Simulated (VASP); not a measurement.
# MnS (P6_3mc) in VASP: notebook, part 2 of 3

VASP 6.6.1. Earlier steps stand in the parts before.

### 4 Single point, PBE+U, collinear spin, ferrimagnetic start

Contents of INCAR:

```
PREC = Accurate ; ENCUT = 520
EDIFF = 1E-7 ; ISMEAR = 0
SIGMA = 0.05 ; LREAL = False
LASPH = True ; NELM = 150
ALGO = Normal ; ISIF = 2
LWAVE = False ; LCHARG = False
ISPIN = 2 ; MAGMOM = 4.35 -0.89 0.03 0.01
LORBIT = 11 ; LMAXMIX = 4
LDAU = True ; LDAUTYPE = 2
LDAUL = 2 -1 ; LDAUU = 5 0
LDAUJ = 0 0 ; LDAUPRINT = 1
GGA = PE ; NBANDS = 31
```

Contents of KPOINTS:

```
Automatic mesh
0
Gamma
  6 6 3
```

Contents of POSCAR:

```
MnS
1.0
    3.9760016100      0.0000000000      0.0000000000
   -1.9880008000      3.4433184000      0.0000000000
    0.0000000000      0.0000000000      6.4320005000
Mn S
2 2
Direct
    0.3333333333      0.6666666667      0.0000000000
    0.6666666667      0.3333333333      0.5000000000
    0.3333333333      0.6666666667      0.3850000000
    0.6666666667      0.3333333333      0.8850000000
```

Potentials or basis: VASP PAW PBE potentials, release 64 (Mn_pv, S).

Command:

```bash
$ cat potpaw_PBE.64/Mn_pv/POTCAR potpaw_PBE.64/S/POTCAR > POTCAR
$ mpirun -np 1 vasp_std > vasp.out
```

OUTCAR:

```text
PREC = Accurate
   ENCUT = 520
   EDIFF = 1E-7
   ISMEAR = 0
   LREAL = False
   LASPH = True
   NELM = 150
   ISIF = 2
   ISPIN = 2
   LORBIT = 11
   GGA = PE

 ion  position               nearest neighbor table
   1  0.333  0.667  0.000-   4 2.41   4 2.41   4 2.41   3 2.48
   2  0.667  0.333  0.500-   3 2.41   3 2.41   3 2.41   4 2.48
   3  0.333  0.667  0.385-   2 2.41   2 2.41   2 2.41   1 2.48
   4  0.667  0.333  0.885-   1 2.41   1 2.41   1 2.41   2 2.48

  LATTYP: Found a hexagonal cell.
 ALAT       =     3.9760016100
 C/A-ratio  =     1.6177057081

  Lattice vectors:

 A1 = (   3.9760016100,   0.0000000000,   0.0000000000)
 A2 = (  -1.9880008000,   3.4433184000,   0.0000000000)
 A3 = (   0.0000000000,   0.0000000000,   6.4320005000)

Analysis of symmetry for initial positions (statically):
=====================================================================
 Subroutine PRICEL returns:
 Original cell was already a primitive cell.

 Routine SETGRP: Setting up the symmetry group for a
 hexagonal supercell.

 Subroutine GETGRP returns: Found 12 space group operations
 (whereof  6 operations were pure point group operations)
 out of a pool of 24 trial point group operations.

The static configuration has the point symmetry C_3v.
 The point group associated with its full space group is C_6v.

Analysis of symmetry for dynamics (positions and initial velocities):
=====================================================================
 Subroutine PRICEL returns:
 Original cell was already a primitive cell.

 Routine SETGRP: Setting up the symmetry group for a
 hexagonal supercell.

 Subroutine GETGRP returns: Found 12 space group operations
 (whereof  6 operations were pure point group operations)
 out of a pool of 24 trial point group operations.

The dynamic configuration has the point symmetry C_3v.
 The point group associated with its full space group is C_6v.
[... 226 lines left out ...]
  free energy    TOTEN  =       -25.48287542 eV

  energy without entropy =      -25.48287542  energy(sigma->0) =      -25.48287542

 E-fermi :   3.8373     XC(G=0):  -9.2633

 val. band max:        3.6052379492   @ k =   0.0000   0.0000   0.0000
 cond. band min:       6.0017038044   @ k =   0.0000   0.0000   0.0000
 fundamental gap:      2.3964658552
 Fermi energy:         3.8372724241

 spin component 1

 k-point     1 :       0.0000    0.0000    0.0000
  band No.  band energies     occupation
      1     -46.3529      1.00000
      2     -46.3476      1.00000
      3     -46.3476      1.00000
      4     -41.5007      1.00000
      5     -41.4903      1.00000
      6     -41.4903      1.00000
[... 567 lines left out ...]
     30      12.0283      0.00000
     31      13.3315      0.00000
 Fermi energy:         3.8372724241

 spin component 2

 k-point     1 :       0.0000    0.0000    0.0000
  band No.  band energies     occupation
      1     -46.3529      1.00000
      2     -46.3476      1.00000
      3     -46.3476      1.00000
      4     -41.5007      1.00000
      5     -41.4904      1.00000
      6     -41.4904      1.00000
[... 567 lines left out ...]
     30      12.0283      0.00000
     31      13.3315      0.00000

------------------------ aborting loop because EDIFF is reached ----------------------------------------

  FORCE on cell =-STRESS in cart. coord.  units (eV):
  Direction    XX          YY          ZZ          XY          YZ          ZX
  --------------------------------------------------------------------------------------
  -------------------------------------------------------------------------------------
  Total        3.3672984      3.3672984      1.2980047      0.0000000      0.0000000     -0.0000000
  in kB       61.2664027     61.2664027     23.6165814      0.0000001      0.0000000     -0.0000000
  external PRESSURE =      48.7164622 kB  Pullay stress =       0.0000000 kB

 VOLUME and BASIS-vectors are now :
 -----------------------------------------------------------------------------
  energy-cutoff  :      520.00
  volume of cell :       88.06
      direct lattice vectors                 reciprocal lattice vectors
     3.976001610  0.000000000  0.000000000     0.251508952  0.145208761  0.000000000
    -1.988000800  3.443318400  0.000000000     0.000000000  0.290417523  0.000000000
     0.000000000  0.000000000  6.432000500     0.000000000  0.000000000  0.155472625

 POSITION                                       TOTAL-FORCE (eV/Angst)
 -----------------------------------------------------------------------------------
      0.00000      2.29555      0.00000        -0.000000      0.000000      0.330139
      1.98800      1.14777      3.21600         0.000000      0.000000      0.330119
      0.00000      2.29555      2.47632        -0.000000      0.000000     -0.330140
      1.98800      1.14777      5.69232         0.000000     -0.000000     -0.330119
 -----------------------------------------------------------------------------------
    total drift:                               -0.000000     -0.000001      0.000380

  FREE ENERGIE OF THE ION-ELECTRON SYSTEM (eV)
  ---------------------------------------------------
  free  energy   TOTEN  =       -25.4828754169 eV

  energy  without entropy=      -25.4828754169  energy(sigma->0) =      -25.48287542

 total charge

# of ion       s       p       d       tot
------------------------------------------
    1        0.263   6.214   4.885  11.362
    2        0.263   6.214   4.885  11.362
    3        1.311   2.495   0.000   3.806
    4        1.311   2.495   0.000   3.806
--------------------------------------------------
tot          3.149  17.417   9.771  30.337

 magnetization (x)

# of ion       s       p       d       tot
------------------------------------------
    1        0.039   0.049   4.481   4.569
    2       -0.039  -0.049  -4.481  -4.569
    3       -0.001   0.001   0.000  -0.000
    4        0.001  -0.001   0.000   0.000
--------------------------------------------------
tot          0.000   0.000  -0.000   0.000
```

Wall time 2.5 min (1 thread of Oxide Virtual Turin-like, shared host); peak memory 0.23 GiB.

What came out:

```
Free energy                                           : -25.4829 eV
Pressure                                              : 4.9 GPa
Largest force                                         : 0.330 eV/Å
Band gap on the k mesh                                : 2.40 eV, direct
Net moment                                            : 0.00 μB per cell
Site moments                                          : Mn +4.57, -4.57; S -0.00, +0.00 μB
Valence electrons inside the program's atomic spheres : Mn 11.36; S 3.81
```

Forces in eV/Å, atoms in the order of the input:
```
Mn   0.000  0.000  0.330
Mn   0.000  0.000  0.330
S    0.000  0.000 -0.330
S    0.000  0.000 -0.330
```

Levels at points of the mesh, in eV from the valence-band top:
Spin up:
```tsv
k point	band 16	band 17	band 18	band 19	band 20	band 21	band 22	band 23
(0.00, 0.00, 0.00)	-1.96	-0.64	0.00	0.00	2.40	3.84	3.84	3.85
(0.50, 0.00, 0.00)	-2.72	-2.25	-1.62	-1.06	2.84	3.52	4.06	4.07
```
Spin down:
| k point | band 16 | band 17 | band 18 | band 19 | band 20 | band 21 | band 22 | band 23 |
| --- | --- | --- | --- | --- | --- | --- | --- | --- |
| (0.00, 0.00, 0.00) | -1.95 | -0.64 | 0.00 | 0.00 | 2.40 | 3.84 | 3.84 | 3.85 |
| (0.50, 0.00, 0.00) | -2.72 | -2.25 | -1.62 | -1.06 | 2.84 | 3.52 | 4.06 | 4.07 |

Eigenvalues of the final occupation matrices:
| site | spin | trace | eigenvalues |
| --- | --- | --- | --- |
| site 1 d | 1 | 4.70 | 0.94 0.94 0.94 0.94 0.94 |
| site 1 d | 2 | 0.21 | 0.02 0.02 0.06 0.06 0.06 |
| site 2 d | 1 | 0.21 | 0.02 0.02 0.06 0.06 0.06 |
| site 2 d | 2 | 4.70 | 0.94 0.94 0.94 0.94 0.94 |

### 5 Single point, PBE+U, collinear spin, antiferromagnetic start

Contents of INCAR:

```
ALGO     = Normal         # electronic algorithm
EDIFF    = 1E-6           # SCF threshold, eV
ENCUT    = 520            # plane-wave cutoff, eV
GGA      = PE             # functional
ISIF     = 2              # what is computed and relaxed
ISMEAR   = 0              # smearing method
ISPIN    = 2              # spin polarisation
LASPH    = True           # aspherical terms in the spheres
LCHARG   = True           # write CHGCAR
LDAU     = True           # DFT+U
LDAUJ    = 0 0          
LDAUL    = 2 -1           # shell
LDAUPRINT= 1            
LDAUTYPE = 2            
LDAUU    = 5 0            # U, eV
LELF     = True           # ELF
LMAXMIX  = 4              # l up to which the mixer works
LORBIT   = 11             # projections on sites
LREAL    = False          # projectors in reciprocal space
LVHAR    = True         
LWAVE    = False          # write WAVECAR
MAGMOM   = 4.33 -4.33 -0.01 0.01 # initial moments
NBANDS   = 31             # bands
NELM     = 150            # most SCF steps
PREC     = Accurate       # precision mode
SIGMA    = 0.05           # smearing width, eV
```

Contents of KPOINTS:

```
k-points
0
Gamma
  6 6 3
```

POSCAR is that of step 4.

Potentials or basis: VASP PAW PBE potentials, release 64 (Mn_pv, S).

Command:

```bash
$ cat potpaw_PBE.64/Mn_pv/POTCAR potpaw_PBE.64/S/POTCAR > POTCAR
$ mpirun -np 1 vasp_std > vasp.out
```

OUTCAR:

```text
EDIFF = 1E-6
   ENCUT = 520
   GGA = PE
   ISIF = 2
   ISMEAR = 0
   ISPIN = 2
   LASPH = True
   LORBIT = 11
   LREAL = False
   NELM = 150
   PREC = Accurate

 ion  position               nearest neighbor table
   1  0.333  0.667  0.000-   4 2.41   4 2.41   4 2.41   3 2.48
   2  0.667  0.333  0.500-   3 2.41   3 2.41   3 2.41   4 2.48
   3  0.333  0.667  0.385-   2 2.41   2 2.41   2 2.41   1 2.48
   4  0.667  0.333  0.885-   1 2.41   1 2.41   1 2.41   2 2.48

  LATTYP: Found a hexagonal cell.
 ALAT       =     3.9760016100
 C/A-ratio  =     1.6177057081

  Lattice vectors:

 A1 = (   3.9760016100,   0.0000000000,   0.0000000000)
 A2 = (  -1.9880008000,   3.4433184000,   0.0000000000)
 A3 = (   0.0000000000,   0.0000000000,   6.4320005000)

Analysis of symmetry for initial positions (statically):
=====================================================================
 Subroutine PRICEL returns:
 Original cell was already a primitive cell.

 Routine SETGRP: Setting up the symmetry group for a
 hexagonal supercell.

 Subroutine GETGRP returns: Found 12 space group operations
 (whereof  6 operations were pure point group operations)
 out of a pool of 24 trial point group operations.

The static configuration has the point symmetry C_3v.
 The point group associated with its full space group is C_6v.

Analysis of symmetry for dynamics (positions and initial velocities):
=====================================================================
 Subroutine PRICEL returns:
 Original cell was already a primitive cell.

 Routine SETGRP: Setting up the symmetry group for a
 hexagonal supercell.

 Subroutine GETGRP returns: Found 12 space group operations
 (whereof  6 operations were pure point group operations)
 out of a pool of 24 trial point group operations.

The dynamic configuration has the point symmetry C_3v.
 The point group associated with its full space group is C_6v.

Analysis of structural, dynamic, and magnetic symmetry:
=====================================================================
 Subroutine PRICEL returns:
 Original cell was already a primitive cell.

 Routine SETGRP: Setting up the symmetry group for a
 hexagonal supercell.

 Subroutine GETGRP returns: Found 12 space group operations
 (whereof  6 operations were pure point group operations)
 out of a pool of 24 trial point group operations.

The overall configuration has the point symmetry C_3v.
 The point group associated with its full space group is C_6v.
[... 168 lines left out ...]
  o =  0.9422  v = -0.5985 -0.3591  0.0000 -0.3414 -0.6295  0.0000  0.0000  0.0000  0.0000  0.0000      0.0000  0.0000  0.0000  0.0000  0.0000  0.0000  0.0000  0.0000  0.0000  0.0000

atom =   2  type =  1  l = 2

 onsite density matrix

spin component  1

  0.0451  0.0000 -0.0000 -0.0175  0.0000
  0.0000  0.0287 -0.0000  0.0000 -0.0175
 -0.0000 -0.0000  0.0587  0.0000  0.0000
 -0.0175  0.0000  0.0000  0.0287 -0.0000
  0.0000 -0.0175  0.0000 -0.0000  0.0451

spin component  2

  0.9406  0.0000 -0.0000 -0.0027 -0.0000
  0.0000  0.9373 -0.0000  0.0000 -0.0027
 -0.0000 -0.0000  0.9415  0.0000  0.0000
 -0.0027  0.0000  0.0000  0.9373 -0.0000
 -0.0000 -0.0027  0.0000 -0.0000  0.9406

 occupancies and eigenvectors

  o =  0.0176  v =  0.3882 -0.5819  0.0000  0.6120 -0.3691  0.0000  0.0000  0.0000  0.0000  0.0000      0.0000  0.0000  0.0000  0.0000  0.0000  0.0000  0.0000  0.0000  0.0000  0.0000
  o =  0.0176  v =  0.3691  0.6120  0.0000  0.5819  0.3882  0.0000  0.0000  0.0000  0.0000  0.0000      0.0000  0.0000  0.0000  0.0000  0.0000  0.0000  0.0000  0.0000  0.0000  0.0000
  o =  0.0562  v =  0.6120  0.3691  0.0000 -0.3882 -0.5819  0.0000  0.0000  0.0000  0.0000  0.0000      0.0000  0.0000  0.0000  0.0000  0.0000  0.0000  0.0000  0.0000  0.0000  0.0000
  o =  0.0562  v =  0.5819 -0.3882  0.0000 -0.3691  0.6120  0.0000  0.0000  0.0000  0.0000  0.0000      0.0000  0.0000  0.0000  0.0000  0.0000  0.0000  0.0000  0.0000  0.0000  0.0000
  o =  0.0587  v = -0.0000 -0.0000  1.0000  0.0000  0.0000  0.0000  0.0000  0.0000  0.0000  0.0000      0.0000  0.0000  0.0000  0.0000  0.0000  0.0000  0.0000  0.0000  0.0000  0.0000
  o =  0.9358  v =  0.0000  0.0000  0.0000  0.0000  0.0000 -0.3591  0.5985 -0.0000 -0.6295  0.3414      0.0000  0.0000  0.0000  0.0000  0.0000  0.0000  0.0000  0.0000  0.0000  0.0000
  o =  0.9358  v =  0.0000  0.0000  0.0000  0.0000  0.0000 -0.3414 -0.6295 -0.0000 -0.5985 -0.3591      0.0000  0.0000  0.0000  0.0000  0.0000  0.0000  0.0000  0.0000  0.0000  0.0000
  o =  0.9415  v =  0.0000  0.0000  0.0000  0.0000  0.0000 -0.0000 -0.0000 -1.0000  0.0000  0.0000      0.0000  0.0000  0.0000  0.0000  0.0000  0.0000  0.0000  0.0000  0.0000  0.0000
  o =  0.9422  v =  0.0000  0.0000  0.0000  0.0000  0.0000  0.6295  0.3414 -0.0000 -0.3591 -0.5985      0.0000  0.0000  0.0000  0.0000  0.0000  0.0000  0.0000  0.0000  0.0000  0.0000
  o =  0.9422  v =  0.0000  0.0000  0.0000  0.0000  0.0000 -0.5985  0.3591  0.0000  0.3414 -0.6295      0.0000  0.0000  0.0000  0.0000  0.0000  0.0000  0.0000  0.0000  0.0000  0.0000

 number of electron      37.9999996 magnetization      -0.0000000

 Free energy of the ion-electron system (eV)
  ---------------------------------------------------
  ext. energy  EPLUGINS =         0.00000000
  ---------------------------------------------------
  free energy    TOTEN  =       -25.48287488 eV

  energy without entropy =      -25.48287488  energy(sigma->0) =      -25.48287488

 E-fermi :   3.8371     XC(G=0):  -9.2637

 val. band max:        3.6051822428   @ k =   0.0000   0.0000   0.0000
 cond. band min:       6.0012612684   @ k =   0.0000   0.0000   0.0000
 fundamental gap:      2.3960790256
 Fermi energy:         3.8371248614

 spin component 1

 k-point     1 :       0.0000    0.0000    0.0000
  band No.  band energies     occupation
      1     -46.3531      1.00000
      2     -46.3478      1.00000
      3     -46.3478      1.00000
      4     -41.5009      1.00000
      5     -41.4906      1.00000
      6     -41.4906      1.00000
[... 465 lines left out ...]
     30      12.0282      0.00000
     31      13.3313      0.00000
 Fermi energy:         3.8371248614

 spin component 2

 k-point     1 :       0.0000    0.0000    0.0000
  band No.  band energies     occupation
      1     -46.3531      1.00000
      2     -46.3478      1.00000
      3     -46.3478      1.00000
      4     -41.5009      1.00000
      5     -41.4906      1.00000
      6     -41.4906      1.00000
[... 465 lines left out ...]
     30      12.0282      0.00000
     31      13.3313      0.00000

------------------------ aborting loop because EDIFF is reached ----------------------------------------

  FORCE on cell =-STRESS in cart. coord.  units (eV):
  Direction    XX          YY          ZZ          XY          YZ          ZX
  --------------------------------------------------------------------------------------
  -------------------------------------------------------------------------------------
  Total        3.3666355      3.3666355      1.2973523      0.0000000      0.0000000      0.0000000
  in kB       61.2543410     61.2543410     23.6047112      0.0000001      0.0000000      0.0000000
  external PRESSURE =      48.7044644 kB  Pullay stress =       0.0000000 kB

 VOLUME and BASIS-vectors are now :
 -----------------------------------------------------------------------------
  energy-cutoff  :      520.00
  volume of cell :       88.06
      direct lattice vectors                 reciprocal lattice vectors
     3.976001610  0.000000000  0.000000000     0.251508952  0.145208761  0.000000000
    -1.988000800  3.443318400  0.000000000     0.000000000  0.290417523  0.000000000
     0.000000000  0.000000000  6.432000500     0.000000000  0.000000000  0.155472625

 POSITION                                       TOTAL-FORCE (eV/Angst)
 -----------------------------------------------------------------------------------
      0.00000      2.29555      0.00000         0.000000      0.000000      0.330159
      1.98800      1.14777      3.21600        -0.000000      0.000000      0.330159
      0.00000      2.29555      2.47632         0.000000      0.000000     -0.330159
      1.98800      1.14777      5.69232        -0.000000      0.000000     -0.330159
 -----------------------------------------------------------------------------------
    total drift:                               -0.000001     -0.000000      0.000428

  FREE ENERGIE OF THE ION-ELECTRON SYSTEM (eV)
  ---------------------------------------------------
  free  energy   TOTEN  =       -25.4828748848 eV

  energy  without entropy=      -25.4828748848  energy(sigma->0) =      -25.48287488

 total charge

# of ion       s       p       d       tot
------------------------------------------
    1        0.263   6.214   4.885  11.362
    2        0.263   6.214   4.885  11.362
    3        1.311   2.495   0.000   3.806
    4        1.311   2.495   0.000   3.806
--------------------------------------------------
tot          3.149  17.417   9.771  30.337

 magnetization (x)

# of ion       s       p       d       tot
------------------------------------------
    1        0.039   0.049   4.481   4.569
    2       -0.039  -0.049  -4.481  -4.569
    3       -0.001   0.001   0.000  -0.000
    4        0.001  -0.001   0.000   0.000
--------------------------------------------------
tot          0.000   0.000   0.000   0.000
```

Wall time 96 s (1 thread of Oxide Virtual Turin-like, shared host); peak memory 0.21 GiB.

Results:

* Free energy: -25.4829 eV
* Pressure: 4.9 GPa
* Largest force: 0.330 eV/Å
* Band gap on the k mesh: 2.40 eV, direct
* Net moment: 0.00 μB per cell
* Site moments: Mn +4.57, -4.57; S -0.00, +0.00 μB
* Valence electrons inside the program's atomic spheres: Mn 11.36; S 3.81

Forces on the atoms (eV/Å):
```
Mn   0.000  0.000  0.330
Mn   0.000  0.000  0.330
S    0.000  0.000 -0.330
S    0.000  0.000 -0.330
```

Eigenvalues of the final occupation matrices:
```tsv
site	spin	trace	eigenvalues
site 1 d	1	4.70	0.94 0.94 0.94 0.94 0.94
site 1 d	2	0.21	0.02 0.02 0.06 0.06 0.06
site 2 d	1	0.21	0.02 0.02 0.06 0.06 0.06
site 2 d	2	4.70	0.94 0.94 0.94 0.94 0.94
```

(Part 2 of 3 ends here.)
